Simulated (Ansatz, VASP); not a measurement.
# HgTe in VASP and in Ansatz

The input POSCAR:

```
HgTe
1.0
    0.0000000000      3.2235000000      3.4169100000
    3.2235000000      0.0000000000      3.4169100000
    3.2235000000      3.2235000000      0.0000000000
Hg Te
1 1
Direct
    0.0000000000      0.0000000000      0.0000000000
    0.7500000000      0.7500000000      0.7500000000
```

INCAR.step1

```
PREC = Accurate ; ENCUT = 520
ISMEAR = 0 ; SIGMA = 0.15
LREAL = F ; LASPH = T
NELM = 60 ; NBANDS = 16
GGA = PE ; ALGO = Normal
EDIFF = 1E-4 ; LWAVE = T
LCHARG = F
```

The input INCAR.step2:

```
PREC = Accurate ; ENCUT = 520
EDIFF = 1E-7 ; ISMEAR = 0
SIGMA = 0.15 ; LREAL = F
LASPH = T ; NELM = 60
ALGO = Normal ; ISIF = 2
LWAVE = F ; LCHARG = F
METAGGA = R2SCAN ; LMIXTAU = T
NBANDS = 16 ; ISTART = 1
```

The input KPOINTS:

```
Automatic mesh
0
Gamma
  14 14 14
```

Input for Ansatz:

```yaml
crystal:
  lattice:
    - [0.0, 3.2235, 3.41691]
    - [3.2235, 0.0, 3.41691]
    - [3.2235, 3.2235, 0.0]
  atoms:
    - { symbol: Hg, position: [0.0, 0.0, 0.0] }
    - { symbol: Te, position: [0.75, 0.75, 0.75] }
basis:
  ecutwfc: 500
kpoints:
  mp_grid: { grid: [14, 14, 14] }
hamiltonian:
  xc: r2scan
scf:
  occupations: { method: gaussian, width: 0.15 }
output:
  forces: true
  stress: true
  eigenvalues: true
  write_density: true
  write_potential: true
  elf: true
  volumetric_format: npy
```

Change from the starting cell: strain +0.0600 x Voigt [0, 0, 1, 0, 0, 0], atoms carried along.

Alike in both runs: task single point; functional r2SCAN; k mesh 14 × 14 × 14; occupations gaussian, width 0.15 eV; no spin polarisation.

```csv
,VASP,Ansatz
version,VASP 6.6.1,Ansatz 0.2.0
potentials or method,"VASP PAW PBE potentials, release 64 (Hg, Te), cutoff 520 eV","scalar-relativistic, plane waves, PAW"
valence electrons in the cell,18,36
```

VASP gave:

| Item | Value |
| --- | --- |
| gap on the k mesh at the Fermi level (eV) | none |
| pressure (GPa) | 0.0 |
| traceless stress, the component that is largest in VASP (GPa) | -0.68 |

**Question.** Which values does Ansatz return?

**Answer.** gap on the k mesh at the Fermi level (eV): none; pressure (GPa): -0.1; traceless stress, the component that is largest in VASP (GPa): -0.67.

VASP's potentials were made for PBE, not for r2SCAN. A gap of «none» marks a metal or a gap that the smearing closes. With one functional, cell and mesh, what is left measures potentials, basis and numerics. VASP's potentials hold 18 valence electrons a cell and Ansatz's 36, so a difference there can come from the potentials and not from the codes.

Spin-orbit coupling is off throughout.
